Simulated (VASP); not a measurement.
Set up this calculation in VASP 6.6.1, as the native input.

```
Task                   : single point
Functional             : PBEsol
Potentials or basis    : VASP PAW PBE potentials, release 64 (Si, Cu)
Cutoff                 : 520 eV
k mesh                 : 2 × 2 × 2
Occupations            : fermi-dirac, width 0.02 eV
Spin                   : collinear spin, zero start
Starting moments       : [0.0, 0.0, 0.0, 0.0, 0.0, 0.0, 0.0, 0.0, 0.0, 0.0, 0.0, 0.0, 0.0, 0.0, 0.0, 0.0, 0.0] μB
Dipole correction      : no
Further INCAR settings : LREAL = Auto; ALGO = Normal; EDIFF = 1e-06; NBANDS = 56
```

The structure of CuSi16 (a cell with a defect) lies in POSCAR:

```
CuSi16
1.0
    0.0000000000      5.4300000000      5.4300000000
    5.4300000000      0.0000000000      5.4300000000
    5.4300000000      5.4300000000      0.0000000000
Si Cu
16 1
Direct
    0.0037472376     -0.0079785451      0.0034549724
    0.1278548803      0.1182996317      0.1266373849
    0.0034606814      0.0016525783      0.5003306630
    0.1286794659      0.1285918048      0.6220382136
   -0.0099344383      0.4932779006     -0.0102646409
    0.1108197053      0.6245541436      0.1128593002
    0.0048809392      0.5097127993      0.4809334254
    0.1278444751      0.6279783610      0.6139606814
    0.5016167587      0.0019285451      0.0011574586
    0.6218883978      0.1288232044      0.1278381215
    0.5032282689      0.0059168508      0.5023941989
    0.6300944751      0.1273066298      0.6279114180
    0.4793685083      0.5102051565      0.0048007366
    0.6139411602      0.6282223757      0.1267417127
    0.5015921731      0.5002267956      0.5004689687
    0.6221078269      0.6315426335      0.6222352670
    0.8478476059      0.3595890424      0.8488465009
```

One way to write it, as run:

INCAR

```
ALGO = Normal
EDIFF = 1E-6
ENCUT = 520
GGA = PS
ISIF = 2
ISMEAR = -1
ISPIN = 2
LASPH = True
LCHARG = False
LMAXMIX = 4
LORBIT = 11
LREAL = Auto
LWAVE = False
MAGMOM = 0 0 0 0 0 0 0 0 0 0 0 0 0 0 0 0 0
NBANDS = 56
NELM = 150
PREC = Accurate
SIGMA = 0.02
```

KPOINTS

```
k-points
0
Gamma
  2 2 2
```

Potentials or basis: VASP PAW PBE potentials, release 64 (Si, Cu).

Launch:

```console
$ cat potpaw_PBE.64/Si/POTCAR potpaw_PBE.64/Cu/POTCAR > POTCAR
$ mpirun -np 1 vasp_std > vasp.out
```

It gave:

```yaml
Pressure: 2.3 GPa
Largest_force: 0.102 eV/Å
Net_moment: 0.00 μB per cell
Valence_electrons_inside_the_program's_atomic_spheres: Si 1.70, 1.69, 1.68, 1.71 (each value once); Cu 10.14
```

Caveat: the k points lie up to 0.50 Å⁻¹ apart; no moment was typed at the start, so none could form; the PAW data sets were made with another functional, which shifts forces and pressure a little.

Run time: 30 min on 1 thread of Intel Xeon 8259CL (shared host), peak memory 0.73 GiB.
